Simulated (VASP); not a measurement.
# Cu: single point with LDA

The system is Cu.

```
Cu
1.0
     0.00000    1.80750    1.80750
     1.80750    0.00000    1.80750
     1.80750    1.80750    0.00000
Cu
1
Direct
  0.00000 0.00000 0.00000
```

```json
{
  "Program": "VASP 6.6.1",
  "Task": "single point",
  "Functional": "LDA",
  "Potentials or basis": "VASP PAW LDA potentials, release 64 (Cu)",
  "Cutoff": "520 eV",
  "k mesh": "16 × 16 × 16",
  "Occupations": "methfessel-paxton, width 0.1 eV",
  "Spin": "no spin polarisation",
  "Dipole correction": "no",
  "Further INCAR settings": "ALGO = Normal; EDIFF = 1e-06; NBANDS = 12"
}
```

```
Pressure : -11.7 GPa
```

Levels at points of the mesh, in eV from the Fermi level:
| k point | band 2 | band 3 | band 4 | band 5 | band 6 | band 7 | band 8 | band 9 | band 10 | band 11 |
| --- | --- | --- | --- | --- | --- | --- | --- | --- | --- | --- |
| (0.00, 0.00, 0.00) | -3.02 | -3.02 | -3.02 | -2.18 | -2.18 | 22.74 | 25.20 | 25.20 | 25.20 | 27.74 |
| (0.50, 0.00, 0.00) | -3.04 | -3.04 | -1.61 | -1.61 | -0.92 | 3.78 | 21.26 | 21.97 | 21.97 | 25.14 |
| (0.50, 0.50, 0.00) | -4.41 | -1.62 | -1.47 | -1.47 | 1.54 | 7.16 | 13.06 | 13.06 | 17.70 | 20.31 |

It took 7.3 s on 1 thread of Intel(R) Xeon(R) 6975P-C (Granite Rapids), on a shared host, peak memory 0.13 GiB.
